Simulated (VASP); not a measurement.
Set up this calculation in VASP 6.6.1, as the native input.

```yaml
Task: single point
Functional: PBE
Potentials_or_basis: VASP PAW PBE potentials, release 64 (Ag, Cl)
Cutoff: 520 eV
k_mesh: 9 × 9 × 9
Occupations: fermi-dirac, width 0.01 eV
Spin: no spin polarisation
Dipole_correction: no
Further_INCAR_settings: ALGO = Normal; EDIFF = 1e-06; NBANDS = 16
```

The structure of AgCl lies in POSCAR:

```
AgCl
1.0
    3.4051147197      0.0000000000      0.0000000000
    0.0000000000      3.4051147197      0.0000000000
    0.0000000000      0.0000000000      3.4051147197
Ag Cl
1 1
Direct
    0.0000000000      0.0000000000      0.0000000000
    0.5000000000      0.5000000000      0.5000000000
```

This cell differs from its parent crystal: volume scaled by 0.975.

The input as run:

INCAR

```
ALGO = Normal ; EDIFF = 1E-6
ENCUT = 520 ; GGA = PE
ISIF = 2 ; ISMEAR = -1
LASPH = T ; LCHARG = T
LELF = T ; LREAL = F
LVHAR = T ; LWAVE = F
NBANDS = 16 ; NELM = 100
PREC = Accurate ; SIGMA = 0.01
```

KPOINTS

```
k-points
0
Gamma
  9 9 9
```

Potentials or basis: VASP PAW PBE potentials, release 64 (Ag, Cl).

Command:

```sh
$ cat potpaw_PBE.64/Ag/POTCAR potpaw_PBE.64/Cl/POTCAR > POTCAR
$ mpirun -np 1 vasp_std > vasp.out
```

It gave:

The pressure is 1.0 GPa and the band gap on the k mesh is 0.62 eV, indirect (least direct gap 2.17 eV).

Wall time 29 s on 1 thread of Intel(R) Xeon(R) Platinum 8375C CPU @ 2.90GHz (Ice Lake), on a shared host, peak memory 0.17 GiB.
